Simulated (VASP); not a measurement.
# Al48O73 (a cell with a defect) in VASP: further runs

Al48O73 (a cell with a defect) is run at these levels: PBEsol; tasks: single point.

All numbers are computed with VASP 6.6.1; they aren't measurements. Logs are shortened: lines on timing, memory, paths and dates and some standing lists are left out, and cuts for length are marked.

## Step 1: The cell of the first run

The cell holds a defect, 121 atoms: a = 9.548 Å, b = 9.548 Å, c = 13.014 Å, α = 90.00°, β = 90.00°, γ = 120.00°.

## Step 2: Single point, PBEsol

Contents of INCAR:

```
SYSTEM = Al48O73
  PREC = Accurate
  ENCUT = 520
  EDIFF = 1E-6
  ISMEAR = -1
  SIGMA = 0.05
  LREAL = Auto
  LASPH = .TRUE.
  NELM = 120
  ALGO = Normal
  ISIF = 2
  LWAVE = .FALSE.
  LCHARG = .TRUE.
  GGA = PS
  LELF = .TRUE.
  LVHAR = .TRUE.
  ISYM = -1
  NBANDS = 357
  GGA_COMPAT = .FALSE.
```

Contents of KPOINTS:

```
explicit points
1
Reciprocal
  0.25000000   0.25000000   0.25000000 1
```

Contents of POSCAR:

```
Al48O73
1.0
    9.5478620000      0.0000000000      0.0000000000
   -4.7739310000      8.2686910000      0.0000000000
    0.0000000000      0.0000000000     13.0135760000
Al O
48 73
Direct
    0.3340740000      0.1671980000      0.1856240000
    0.3335360000      0.6661530000      0.1855280000
    0.8336620000      0.1666970000      0.1841980000
    0.8331850000      0.6667140000      0.1854980000
    0.1670790000      0.3335110000      0.0185900000
    0.1668150000      0.8331730000      0.0190660000
[... 113 lines left out ...]
    0.6668290000      0.9859330000      0.9167510000
    0.5000530000      0.4997910000      0.4999010000
```

Potentials or basis: VASP PAW PBE potentials, release 64 (Al, O).

Launch:

```sh
cat potpaw_PBE.64/Al/POTCAR potpaw_PBE.64/O/POTCAR > POTCAR
mpirun -np 1 vasp_std > vasp.out
```

OUTCAR:

```text
SYSTEM = Al48O73
   PREC = Accurate
   ENCUT = 520
   EDIFF = 1E-6
   ISMEAR = -1
   LREAL = Auto
   LASPH = .TRUE.
   NELM = 120
   ISIF = 2
   GGA = PS
   ISYM = -1

 ion  position               nearest neighbor table
   1  0.334  0.167  0.186-  49 1.86  59 1.86  61 1.87  89 1.97  65 1.98  53 1.98  41 2.66  24 2.79
                            21 2.80  23 2.80  11 3.22   9 3.22  10 3.23
   2  0.334  0.666  0.186-  62 1.86  50 1.86  60 1.86  54 1.97  90 1.98  66 1.98  42 2.66  24 2.79
                            23 2.80  22 2.80   9 3.21  12 3.23  10 3.23
   3  0.834  0.167  0.184-  63 1.86  51 1.86  57 1.86  91 1.97  55 1.97  67 1.97  43 2.65  22 2.80
                            21 2.80  23 2.80  12 3.20  11 3.21   9 3.21
   4  0.833  0.667  0.185-  58 1.86  64 1.86  52 1.87  68 1.97  56 1.98  92 1.98  44 2.66  24 2.79
                            22 2.80  21 2.80  12 3.21  11 3.22  10 3.23
   5  0.167  0.334  0.019-  65 1.86  91 1.86  54 1.86 117 1.97  81 1.97 105 1.98  45 2.66  42 2.80
                            41 2.80  43 2.80  21 3.23  22 3.23  24 3.24
   6  0.167  0.833  0.019-  92 1.86  66 1.86  53 1.86 118 1.97 106 1.97  82 1.97  46 2.65  41 2.80
                            42 2.80  44 2.80  22 3.22  23 3.22  21 3.22
   7  0.666  0.333  0.019-  67 1.86  56 1.86  89 1.86  83 1.97 107 1.97 119 1.98  47 2.66  44 2.80
                            41 2.80  43 2.80  23 3.23  22 3.23  24 3.24
   8  0.667  0.833  0.019-  90 1.86  68 1.86  55 1.86 108 1.97 120 1.97  84 1.98  48 2.66  44 2.80
                            42 2.80  43 2.80  23 3.23  21 3.23  24 3.24
   9  0.165  0.333  0.313-  57 1.84  50 1.86  61 1.86 101 1.92  73 1.98  77 2.00  13 2.67  17 2.79
[... 7 lines left out ...]
  13  0.161  0.332  0.518-  95 1.85  97 1.86  70 1.86  77 1.96  73 1.97 101 2.01   9 2.67  39 2.75
                            37 2.84  38 2.84  26 3.21  25 3.23  28 3.23
  14  0.167  0.833  0.519-  69 1.84  96 1.84  98 1.84  74 1.96  78 1.96 102 1.97  10 2.66  38 2.75
                            37 2.75  40 2.75  25 3.23  26 3.23  27 3.23
  15  0.668  0.329  0.518-  99 1.85  72 1.86  93 1.87  75 1.96 103 1.97  79 2.00  11 2.67  39 2.75
                            37 2.84  40 2.84  27 3.20  26 3.23  28 3.24
  16  0.671  0.839  0.517-  71 1.86 100 1.86  94 1.87 104 1.96  80 1.97  76 2.00  12 2.67  39 2.75
                            40 2.84  38 2.84  25 3.21  27 3.24  28 3.25
  17  0.001  0.001  0.352- 104 1.86  78 1.86  73 1.87  49 1.97  64 1.97  57 1.98  21 2.66  12 2.79
                             9 2.79  10 2.80  37 3.21  39 3.23  40 3.23
  18  1.000  0.500  0.352-  77 1.86  74 1.86 103 1.87  58 1.97  50 1.97  63 1.98  22 2.66  11 2.79
                             9 2.79  10 2.80  40 3.21  39 3.23  38 3.23
  19  0.500  0.999  0.352-  75 1.86 102 1.86  80 1.86  62 1.97  59 1.97  51 1.98  23 2.66  12 2.79
                            11 2.80  10 2.80  38 3.20  39 3.23  37 3.24
  20  0.501  0.501  0.357- 121 1.86  76 1.95 101 1.95  79 1.96  52 2.00  60 2.01  61 2.01  24 2.70
                            12 2.83  11 2.84   9 2.84  40 3.23  38 3.24  37 3.25
  21  0.001  0.000  0.147-  65 1.86  92 1.86  55 1.86  64 1.95  57 1.97  49 1.98  17 2.66   3 2.80
                             4 2.80   1 2.80   6 3.22   5 3.23   8 3.23
  22  0.000  0.500  0.147-  66 1.86  56 1.86  91 1.86  50 1.96  63 1.97  58 1.98  18 2.66   3 2.80
                             4 2.80   2 2.80   6 3.22   7 3.23   5 3.23
  23  0.500  1.000  0.147-  53 1.86  90 1.86  67 1.86  59 1.96  51 1.97  62 1.98  19 2.66   2 2.80
[... 412 lines left out ...]
  Fermi-wavevector in a.u.,A,eV,Ry     =   1.354574  2.559773 24.964921  1.834870
  Thomas-Fermi vector in A             =   2.481734
   LORBIT       =      0    0 simple, 1 ext, 2 COOP (PROOUT), +10 PAW based schemes
   GGA     = PS    functional components
   LHFCALC =     F    Hartree Fock is set to
   AEXX    =    0.0000 exact exchange contribution
   IVDW    =     0    specifies the selected vdW correction
   LEPSILON=     F    determine dielectric tensor
   LRPA    =     F    only Hartree local field effects (RPA)
 non-spin polarized calculation
  energy-cutoff  :      520.00
  volume of cell :     1027.40
 maximum number of plane-waves:     27659
 NGX is ok and might be reduce to    70
   NGX = 35   NGY = 35   NGZ = 49

 number of electron     581.9999951 magnetization

 Free energy of the ion-electron system (eV)
  ---------------------------------------------------
  ext. energy  EPLUGINS =         0.00000000
  ---------------------------------------------------
  free energy    TOTEN  =      -943.38886258 eV

  energy without entropy =     -943.25082933  energy(sigma->0) =     -943.31984595

 E-fermi :   7.4067     XC(G=0): -11.9522

 val. band max:        7.3989235698   @ k =   0.2500   0.2500   0.2500
 cond. band min:       7.4144706963   @ k =   0.2500   0.2500   0.2500
 fundamental gap:      0.0155471265
 Fermi energy:         7.4066976095

 k-point     1 :       0.2500    0.2500    0.2500
  band No.  band energies     occupation
      1     -13.0530      2.00000
      2     -12.7993      2.00000
      3     -12.6737      2.00000
      4     -12.6561      2.00000
      5     -12.4730      2.00000
      6     -12.4397      2.00000
[... 295 lines left out ...]
    302      15.2498      0.00000
    303      15.2576      0.00000
 [bands above 303 left out]

------------------------ aborting loop because EDIFF is reached ----------------------------------------

  FORCE on cell =-STRESS in cart. coord.  units (eV):
  Direction    XX          YY          ZZ          XY          YZ          ZX
  --------------------------------------------------------------------------------------
  -------------------------------------------------------------------------------------
  Total       16.1010123     16.1683899      4.6744767     -0.0873517     -0.6057529     -0.2274300
  in kB       25.1086993     25.2137712      7.2896056     -0.1362205     -0.9446404     -0.3546653
  external PRESSURE =      19.2040254 kB  Pullay stress =       0.0000000 kB

 VOLUME and BASIS-vectors are now :
 -----------------------------------------------------------------------------
  energy-cutoff  :      520.00
  volume of cell :     1027.40
      direct lattice vectors                 reciprocal lattice vectors
     9.547862000  0.000000000  0.000000000     0.104735489  0.060469063  0.000000000
    -4.773931000  8.268691000  0.000000000     0.000000000  0.120938127  0.000000000
     0.000000000  0.000000000 13.013576000     0.000000000  0.000000000  0.076842829

 POSITION                                       TOTAL-FORCE (eV/Angst)
 -----------------------------------------------------------------------------------
      2.39150      1.38251      2.41563         0.005527      0.005169      0.004260
      0.00439      5.50821      2.41438        -0.001068     -0.002358      0.005445
      7.16389      1.37837      2.39707         0.002348     -0.002871      0.022398
      4.77229      5.51285      2.41399        -0.004268      0.001786      0.007452
      0.00309      2.75770      0.24192         0.003807      0.005461      0.004230
     -2.38478      6.88925      0.24812         0.002180     -0.000967      0.001133
[... 113 lines left out ...]
      1.66002      8.15238     11.93021         0.002574     -0.003751     -0.002325
      2.38847      4.13262      6.50550         0.000184      0.002069      0.006877
 -----------------------------------------------------------------------------------
    total drift:                               -0.012346      0.012459     -0.004325

  FREE ENERGIE OF THE ION-ELECTRON SYSTEM (eV)
  ---------------------------------------------------
  free  energy   TOTEN  =      -943.3888625804 eV

  energy  without entropy=     -943.2508293262  energy(sigma->0) =     -943.31984595
```

OSZICAR:

```text
N       E                     dE             d eps       ncg     rms          rms(c)
DAV:   1     0.325394140869E+04    0.32539E+04   -0.31239E+05   722   0.157E+03
DAV:   2    -0.798293237776E+03   -0.40522E+04   -0.39696E+04   839   0.336E+02
DAV:   3    -0.102704682344E+04   -0.22875E+03   -0.22768E+03   844   0.849E+01
[... 12 lines left out ...]
DAV:  16    -0.943388766957E+03    0.94278E-03   -0.21284E-03   940   0.808E-02    0.531E-02
DAV:  17    -0.943388867535E+03   -0.10058E-03   -0.21256E-04   836   0.278E-02    0.382E-02
DAV:  18    -0.943388866846E+03    0.68900E-06   -0.76733E-05   836   0.135E-02    0.326E-02
DAV:  19    -0.943388863391E+03    0.34555E-05   -0.64880E-06   804   0.642E-03    0.146E-02
DAV:  20    -0.943388862580E+03    0.81040E-06   -0.77743E-06   764   0.623E-03
   1 F= -.94338886E+03 E0= -.94331985E+03  d E =-.138033E+00
```

stdout:

```text
POSCAR found type information on POSCAR AlO
 POSCAR found :  2 types and     121 ions
 scaLAPACK will be used
 -----------------------------------------------------------------------------
|                                                                             |
|                                                                             |
|     You enforced a specific xc type in the INCAR file but a different       |
|     I HOPE YOU KNOW WHAT YOU ARE DOING!                                     |
|                                                                             |
 -----------------------------------------------------------------------------

 LDA part: xc-table for (Slater+PW92), standard interpolation
 POSCAR, INCAR and KPOINTS ok, starting setup
 FFT: planning ... GRIDC
 FFT: planning ... GRID_SOFT
 FFT: planning ... GRID
 WAVECAR not read
 entering main loop
```

It took 24 min on 1 thread of Intel Xeon Platinum 8488C (Sapphire Rapids), shared host; peak memory 1.1 GiB.

Results:

| Item | Value |
| --- | --- |
| Free energy | -943.3889 eV |
| Pressure | 1.9 GPa |
| Largest force | 0.024 eV/Å |

Forces in eV/Å, atoms in the order of the input:
```
Al   0.006  0.005  0.004
Al  -0.001 -0.002  0.005
Al   0.002 -0.003  0.022
Al  -0.004  0.002  0.007
Al   0.004  0.005  0.004
Al   0.002 -0.001  0.001
Al  -0.001  0.000  0.002
Al   0.000 -0.002 -0.001
Al  -0.004  0.002  0.011
Al  -0.003  0.000  0.006
Al  -0.004  0.000  0.014
Al  -0.001  0.008  0.010
Al   0.002  0.005 -0.006
Al   0.003 -0.002 -0.004
Al  -0.005 -0.003 -0.007
Al  -0.001 -0.001  0.002
Al  -0.006  0.000  0.001
Al   0.004 -0.005  0.005
Al   0.002  0.008  0.004
Al  -0.004  0.004 -0.024
Al  -0.008 -0.001  0.011
Al   0.004 -0.006  0.014
Al   0.004  0.008  0.012
Al   0.000  0.001  0.003
Al  -0.003  0.003 -0.006
Al  -0.005 -0.001 -0.009
Al   0.007 -0.002 -0.002
Al   0.001 -0.002  0.017
Al   0.001 -0.001 -0.007
Al  -0.002  0.001 -0.005
Al  -0.001 -0.001 -0.009
Al  -0.002  0.005 -0.010
Al   0.004 -0.002 -0.015
Al   0.003  0.002 -0.017
Al  -0.003 -0.003 -0.007
Al  -0.004  0.002 -0.016
Al   0.006  0.011 -0.003
Al   0.010 -0.001 -0.002
Al   0.002 -0.003  0.009
Al  -0.006 -0.007  0.003
Al   0.000  0.003 -0.003
Al   0.006 -0.001 -0.002
Al  -0.002 -0.002  0.008
Al  -0.003 -0.001 -0.003
Al   0.003 -0.001 -0.005
Al  -0.001 -0.001 -0.021
Al   0.002  0.000 -0.006
Al  -0.007 -0.002 -0.002
O    0.002  0.001 -0.001
O   -0.004  0.007 -0.003
O   -0.009  0.002 -0.006
O   -0.006  0.005  0.000
O   -0.007  0.008 -0.001
O   -0.007  0.003 -0.002
O   -0.003  0.005  0.001
O   -0.006  0.005 -0.003
O   -0.001 -0.005 -0.006
O    0.001 -0.004 -0.002
O   -0.003 -0.004 -0.002
O    0.002 -0.009  0.004
O    0.008  0.002  0.004
O    0.002 -0.001 -0.002
O    0.007  0.004 -0.008
O    0.004 -0.001 -0.002
O    0.011  0.002 -0.001
O    0.004  0.006 -0.006
O    0.006  0.005 -0.002
O    0.009  0.001  0.001
O   -0.004  0.000  0.004
O   -0.003  0.001  0.006
O    0.001  0.004  0.001
O   -0.002  0.011  0.008
O    0.001  0.002 -0.001
O   -0.004  0.005  0.000
O   -0.009 -0.002 -0.003
O   -0.004 -0.015  0.008
O    0.004  0.006 -0.003
O    0.007  0.000  0.001
O   -0.004  0.000  0.000
O    0.001 -0.001 -0.004
O    0.005  0.011 -0.004
O    0.005  0.003 -0.002
O    0.002  0.009  0.003
O    0.002  0.005  0.004
O    0.003  0.006  0.004
O    0.002  0.006  0.004
O   -0.003  0.010  0.001
O    0.000  0.003 -0.002
O   -0.004 -0.011 -0.004
O   -0.006 -0.009  0.003
O   -0.001 -0.004 -0.004
O    0.001 -0.010 -0.002
O   -0.005 -0.002  0.003
O    0.003 -0.002  0.000
O   -0.001 -0.002  0.004
O    0.001 -0.001  0.002
O    0.001  0.008 -0.011
O    0.004  0.002  0.002
O    0.007  0.000  0.004
O    0.007 -0.002  0.006
O    0.005 -0.011 -0.005
O   -0.003 -0.006 -0.001
O    0.003  0.001 -0.005
O    0.001 -0.008 -0.003
O   -0.011 -0.003  0.004
O   -0.011 -0.003  0.003
O   -0.007  0.002  0.000
O   -0.005 -0.001  0.000
O    0.004 -0.006  0.008
O    0.009 -0.005 -0.004
O    0.006 -0.002 -0.001
O    0.006 -0.002  0.002
O   -0.004 -0.003  0.003
O   -0.013 -0.002  0.010
O   -0.003 -0.005  0.002
O   -0.007 -0.005 -0.002
O    0.001 -0.006 -0.001
O    0.005 -0.006  0.001
O    0.006 -0.004  0.006
O    0.003 -0.004 -0.002
O    0.000  0.002  0.007
```

Caveat: the PAW data sets were made with another functional, which shifts forces and pressure a little.

## Step 3: Single point, PBEsol

Contents of INCAR:

```
PREC     = Accurate       # precision mode
ENCUT    = 520            # plane-wave cutoff, eV
EDIFF    = 1E-6           # SCF threshold, eV
ISMEAR   = -1             # smearing method
SIGMA    = 0.05           # smearing width, eV
LREAL    = Auto         
LASPH    = T              # aspherical terms in the spheres
NELM     = 120            # most SCF steps
ALGO     = Normal         # electronic algorithm
ISIF     = 2              # what is computed and relaxed
LWAVE    = F              # write WAVECAR
LCHARG   = F              # write CHGCAR
GGA      = PS             # functional
ISYM     = -1           
NBANDS   = 357            # bands
GGA_COMPAT= F
```

KPOINTS is that of step 2.

Contents of POSCAR:

```
Al48O73
1.0
    9.5478620000      0.0000000000      0.0000000000
   -4.7739310000      8.2686910000      0.0000000000
    0.0000000000      0.0000000000     13.0135760000
Al O
48 73
Direct
    0.3340680000      0.1671400000      0.1856090000
    0.3335440000      0.6661070000      0.1855380000
    0.8336410000      0.1666420000      0.1842000000
    0.8331700000      0.6666680000      0.1855020000
    0.1670870000      0.3335090000      0.0185890000
    0.1668050000      0.8331590000      0.0190670000
[... 113 lines left out ...]
    0.6668430000      0.9859610000      0.9167650000
    0.5000630000      0.4998040000      0.4999040000
```

Potentials or basis: VASP PAW PBE potentials, release 64 (Al, O).

Launch:

```sh
cat potpaw_PBE.64/Al/POTCAR potpaw_PBE.64/O/POTCAR > POTCAR
mpirun -np 1 vasp_std > vasp.out
```

Run time: 19 min. Hardware: 1 thread of Intel Xeon Platinum 8488C (Sapphire Rapids), shared host; peak memory 1.1 GiB.

Results (log left out):

```yaml
Free_energy: -943.3889 eV
Pressure: 1.9 GPa
Largest_force: 0.026 eV/Å
```

Forces on the atoms (eV/Å):
```
Al   0.004  0.004  0.004
Al  -0.001 -0.003  0.006
Al   0.003 -0.003  0.022
Al  -0.004  0.003  0.007
Al   0.004  0.005  0.004
Al   0.002 -0.001  0.001
Al   0.000  0.000  0.002
Al   0.001 -0.002 -0.001
Al  -0.004  0.001  0.012
Al  -0.003  0.000  0.006
Al  -0.003  0.000  0.012
Al   0.000  0.007  0.012
Al   0.004  0.005 -0.006
Al   0.002 -0.001 -0.004
Al  -0.004 -0.001 -0.005
Al   0.001 -0.001  0.000
Al  -0.007 -0.002  0.000
Al   0.004 -0.004  0.005
Al   0.002  0.007  0.004
Al  -0.003  0.004 -0.025
Al  -0.007  0.000  0.011
Al   0.004 -0.006  0.015
Al   0.002  0.007  0.012
Al   0.000  0.001  0.002
Al  -0.002  0.004 -0.006
Al  -0.005 -0.002 -0.008
Al   0.007 -0.002 -0.003
Al   0.000 -0.003  0.018
Al   0.001  0.000 -0.008
Al  -0.002  0.001 -0.005
Al  -0.001 -0.001 -0.009
Al  -0.002  0.005 -0.009
Al   0.003 -0.002 -0.017
Al   0.002  0.001 -0.016
Al  -0.003 -0.003 -0.007
Al  -0.004  0.001 -0.016
Al   0.005  0.010 -0.002
Al   0.009 -0.003 -0.003
Al   0.002 -0.004  0.010
Al  -0.006 -0.008  0.004
Al  -0.001  0.003 -0.003
Al   0.005 -0.001 -0.001
Al  -0.002 -0.002  0.008
Al  -0.003 -0.001 -0.003
Al   0.003 -0.002 -0.005
Al  -0.001 -0.002 -0.021
Al   0.002  0.000 -0.006
Al  -0.006 -0.001 -0.002
O    0.001  0.002 -0.001
O   -0.003  0.007 -0.003
O   -0.010  0.003 -0.006
O   -0.006  0.004  0.001
O   -0.007  0.008 -0.001
O   -0.008  0.003 -0.002
O   -0.003  0.005  0.001
O   -0.006  0.005 -0.003
O   -0.001 -0.004 -0.006
O    0.001 -0.004 -0.002
O   -0.003 -0.004 -0.002
O    0.001 -0.010  0.004
O    0.008  0.003  0.004
O    0.002 -0.002 -0.002
O    0.007  0.004 -0.008
O    0.005 -0.001 -0.003
O    0.010  0.002 -0.001
O    0.004  0.006 -0.006
O    0.006  0.005 -0.002
O    0.009  0.001  0.001
O   -0.003 -0.001  0.004
O   -0.003  0.002  0.006
O    0.001  0.004  0.001
O   -0.001  0.010  0.008
O    0.001  0.002 -0.002
O   -0.004  0.005  0.000
O   -0.011 -0.001 -0.003
O   -0.004 -0.014  0.006
O    0.004  0.007 -0.004
O    0.007  0.000  0.001
O   -0.003  0.002  0.003
O    0.000 -0.002 -0.004
O    0.005  0.011 -0.004
O    0.005  0.004 -0.002
O    0.003  0.008  0.003
O    0.002  0.005  0.003
O    0.002  0.006  0.004
O    0.002  0.006  0.005
O   -0.002  0.011  0.001
O    0.000  0.002 -0.003
O   -0.005 -0.010 -0.003
O   -0.006 -0.009  0.003
O    0.000 -0.004 -0.004
O    0.001 -0.009 -0.002
O   -0.005 -0.003  0.003
O    0.004 -0.003 -0.002
O   -0.002 -0.002  0.004
O    0.000 -0.002  0.003
O    0.002  0.006 -0.010
O    0.006  0.001  0.003
O    0.007  0.000  0.004
O    0.006 -0.002  0.007
O    0.003 -0.009 -0.004
O   -0.003 -0.005 -0.001
O    0.003  0.000 -0.005
O    0.001 -0.005 -0.004
O   -0.011 -0.003  0.005
O   -0.011 -0.003  0.003
O   -0.007  0.002  0.000
O   -0.005 -0.001  0.000
O    0.005 -0.006  0.008
O    0.008 -0.003 -0.004
O    0.007 -0.003  0.000
O    0.005 -0.002  0.003
O   -0.005 -0.003  0.004
O   -0.012 -0.002  0.010
O   -0.003 -0.005  0.002
O   -0.006 -0.006 -0.002
O    0.001 -0.006 -0.001
O    0.005 -0.005  0.001
O    0.006 -0.004  0.006
O    0.002 -0.004 -0.003
O    0.000  0.002  0.007
```

Stress tensor (GPa, compression positive):
```
 2.51 -0.02 -0.04
-0.02  2.52 -0.07
-0.04 -0.07  0.73
```

Levels at points of the mesh, in eV from the Fermi level:
| k point | band 288 | band 289 | band 290 | band 291 | band 292 | band 293 | band 294 | band 295 |
| --- | --- | --- | --- | --- | --- | --- | --- | --- |
| (0.25, 0.25, 0.25) | -1.52 | -1.44 | -0.61 | -0.01 | 0.01 | 5.71 | 6.39 | 6.53 |

Caveat: the PAW data sets were made with another functional, which shifts forces and pressure a little.
